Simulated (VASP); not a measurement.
The system is B5W.

```xyz
6
Lattice="3.7973 0.0000 0.0000 -1.8987 3.2886 0.0000 0.0000 0.0000 4.8633" Properties=species:S:1:pos:R:3 pbc="T T T"
B     1.6502    0.0000    0.0000
B    -0.8251    1.4291    0.0000
B     1.0736    1.8595    0.0000
B     0.0000    0.0000    3.0654
B     0.0000    0.0000    1.7979
W     0.0000    0.0000    0.0000
```

The cell was generated, and may not be a known phase.

* Program: VASP 6.6.1
* Task: relaxation of cell and atoms
* Functional: PBE
* Potentials or basis: VASP PAW PBE potentials, release 64 (B, W_sv)
* Cutoff: 600 eV
* k mesh: 6 × 6 × 4
* Occupations: gaussian, width 0.1 eV
* Spin: no spin polarisation

At the start: pressure 131.3 GPa; volume 10.12 Å³/atom.

How do energy, volume and symmetry change on relaxing?

Over 19 steps the energy falls by 2457.5 meV/atom and the volume is 15.64 Å³/atom (+54.5 %); space group P-62m (No. 189, to 0.1 Å) before, P6/mmm (No. 191, to 0.1 Å).

The path:
| step | energy change (eV) | largest force (eV/Å) | pressure (GPa) | volume (Å³) |
| --- | --- | --- | --- | --- |
| 1 | 0.0000 | 15.9204 | 131.27 | 60.73 |
| 2 | -2.9921 | 5.2040 | 4.60 | 166.68 |
| 3 | -3.7063 | 5.8710 | 4.31 | 156.77 |
| 4 | -4.5419 | 6.6923 | 4.20 | 146.61 |
| 5 | -10.2030 | 10.8261 | 11.37 | 97.45 |
| 6 | -11.2344 | 11.1173 | 37.46 | 77.65 |
| 7 | -11.2191 | 11.4015 | 24.10 | 84.87 |
| 8 | -9.1036 | 9.1416 | -16.04 | 133.11 |
| 9 | -14.0828 | 2.2327 | -6.37 | 101.43 |
| 10 | -14.1733 | 2.3612 | -3.95 | 99.07 |
| 11 | -14.1881 | 2.4408 | -2.29 | 97.64 |
| 12 | -14.6749 | 0.9066 | 0.48 | 93.60 |
| 13 | -14.7168 | 0.3970 | 2.38 | 92.03 |
| 14 | -14.7171 | 0.3638 | 2.22 | 92.14 |
| 15 | -14.7422 | 0.2305 | -0.36 | 94.13 |
| 16 | -14.7444 | 0.1129 | 0.20 | 93.68 |
| 17 | -14.7444 | 0.1223 | 0.16 | 93.71 |
| 18 | -14.7445 | 0.0943 | -0.16 | 93.94 |
| 19 | -14.7447 | 0.0080 | -0.02 | 93.83 |

Final structure:
```cif
data_structure
_symmetry_space_group_name_H-M 'P 1'
_symmetry_Int_Tables_number 1
_cell_length_a 4.3136
_cell_length_b 4.3136
_cell_length_c 5.8230
_cell_angle_alpha 90.000
_cell_angle_beta 90.000
_cell_angle_gamma 120.000
_cell_volume 93.83
loop_
_atom_site_label
_atom_site_type_symbol
_atom_site_fract_x
_atom_site_fract_y
_atom_site_fract_z
_atom_site_occupancy
B1 B 0.49993 0.00000 0.00000 1
B2 B 0.00000 0.49993 0.00000 1
B3 B 0.50007 0.50007 0.00000 1
B4 B 0.00000 0.00000 0.64187 1
B5 B 0.00000 0.00000 0.35813 1
W1 W 0.00000 0.00000 0.00000 1
```

Caveat: the volume moved by over 15 % at a fixed basis, so the end points are rough; an odd number of electrons without spin polarisation forces a metal; a magnetic or distorted state may lie lower.
